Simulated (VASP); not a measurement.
Here is a VASP 6.6.1 calculation.

File INCAR:

```
SYSTEM = Os
PREC = Accurate
ENCUT = 520
EDIFF = 1E-7
ISMEAR = 0
SIGMA = 0.15
LREAL = .FALSE.
LASPH = .TRUE.
NELM = 80
ALGO = Normal
ISIF = 2
LWAVE = .FALSE.
LCHARG = .TRUE.
GGA = PS
LELF = .TRUE.
LVHAR = .TRUE.
NBANDS = 15
```

KPOINTS

```
Automatic mesh
0
G
  18 18 12
  0 0 0
```

POSCAR

```
Os
1.0
    2.8024524749      0.0000000000      0.0000000000
   -1.4012262375      2.4269950362      0.0000000000
    0.0000000000      0.0000000000      4.2117075000
Os
2
Direct
    0.3333333333      0.6666666667      0.2500000000
    0.6666666667      0.3333333333      0.7500000000
```

Potentials or basis: VASP PAW PBE potentials, release 64 (Os).

Command:

```bash
$ cat potpaw_PBE.64/Os/POTCAR > POTCAR
$ mpirun -np 1 vasp_std > vasp.out
```

(1) Predict the pressure.

(2) Estimate the band gap on the k mesh.

Results:

(1) -10.1 GPa.

(2) zero (bands 8 and 9 overlap by 3.79 eV).

Caveat: the cell differs from its parent crystal (strain +0.025 along x and y, -0.025 along z); the stress differs along the axes, from -18 to 7 GPa; the PAW data sets were made with another functional, which shifts forces and pressure a little; spin-orbit coupling is left out, which moves the levels of the heavy elements.
